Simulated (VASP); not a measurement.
Set up this calculation in VASP 6.6.1, as the native input.

| Item | Value |
| --- | --- |
| Task | single point |
| Functional | PBE |
| Potentials or basis | VASP PAW PBE potentials, release 64 (In_d, Se) |
| Cutoff | 520 eV |
| k mesh | 12 × 12 × 2 |
| Occupations | gaussian, width 0.05 eV |
| Spin | no spin polarisation |
| Dipole correction | no |
| Further INCAR settings | ALGO = Normal; EDIFF = 1e-06; NBANDS = 48 |

The structure of InSe lies in POSCAR:

```
InSe
1.0
    3.7624579005      0.0000000000      0.0000000000
   -1.8812289503      3.2583841225      0.0000000000
    0.0000000000      0.0000000000     17.6668948761
In Se
4 4
Direct
    0.3333333333      0.6666666667      0.1732335410
    0.6666666667      0.3333333333      0.6732335410
    0.3333333333      0.6666666667      0.3267664590
    0.6666666667      0.3333333333      0.8267664590
    0.3333333333      0.6666666667      0.6041695146
    0.6666666667      0.3333333333      0.1041695146
    0.3333333333      0.6666666667      0.8958304854
    0.6666666667      0.3333333333      0.3958304854
```

This cell differs from its parent crystal: strain -0.080 along x and y, -0.040 along z.

One way to write it, as run:

INCAR

```
SYSTEM = InSe
ALGO = Normal
EDIFF = 1E-6
ENCUT = 520
GGA = PE
ISIF = 2
ISMEAR = 0
LASPH = .True.
LCHARG = .False.
LREAL = .False.
LWAVE = .False.
NBANDS = 48
NELM = 100
PREC = Accurate
SIGMA = 0.05
```

KPOINTS

```
k-points
0
Gamma
  12 12 2
  0 0 0
```

Potentials or basis: VASP PAW PBE potentials, release 64 (In_d, Se).

Launch:

```sh
$ cat potpaw_PBE.64/In_d/POTCAR potpaw_PBE.64/Se/POTCAR > POTCAR
$ mpirun -np 1 vasp_std > vasp.out
```

It gave:

The pressure is 14.0 GPa. The largest force is 2.095 eV/Å and the band gap on the k mesh is 1.66 eV, direct.

Caveat: the cell differs from its parent crystal (strain -0.080 along x and y, -0.040 along z); spin-orbit coupling is left out, which moves the levels of the heavy elements; this functional lacks dispersion, which binds the layers, so the pressure and a relaxed spacing across them are unreliable; forces of over 1 eV/Å act on the atoms, so gaps and moduli don't describe the material at rest.

It took 12 min on 1 thread of Intel Xeon 8259CL, on a shared host, peak memory 0.51 GiB.
